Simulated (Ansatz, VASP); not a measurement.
**Two plane-wave programs on Si2N**

```
Si N
1.0
    -1.92966    3.29852    4.43307
     1.92966   -3.29852    4.43307
     1.92966    3.29852   -4.43307
Si N
4 2
Direct
  0.86925 0.18078 0.68847
  0.50769 0.81922 0.68847
  0.49231 0.18078 0.31153
  0.13075 0.81922 0.31153
  0.25263 0.00000 0.25263
  0.74737 0.00000 0.74737
```

Alike in both runs: functional PBE; k mesh 12 × 12 × 12; occupations gaussian, width 0.1 eV; no spin polarisation.

Ansatz relaxed the structure, and its values are those at the end. VASP's run is a single point on that final structure, the one shown.

|  | VASP | Ansatz |
| --- | --- | --- |
| version | VASP 6.6.1 | Ansatz 0.2.0 |
| potentials or method | VASP PAW PBE potentials, release 64 (Si, N), cutoff 520 eV | scalar-relativistic, plane waves, PAW |
| valence electrons in the cell | 26 | 26 |

```csv
,VASP,Ansatz,Ansatz less VASP
gap on the k mesh at the Fermi level (eV),none,none,-
pressure (GPa),-0.1,0.0,+0.06
rms of the force components (eV/Å),0.009,0.000,-0.0090
```

A gap of «none» marks a metal or a gap that the smearing closes. With one functional, cell and mesh, what is left measures potentials, basis and numerics.
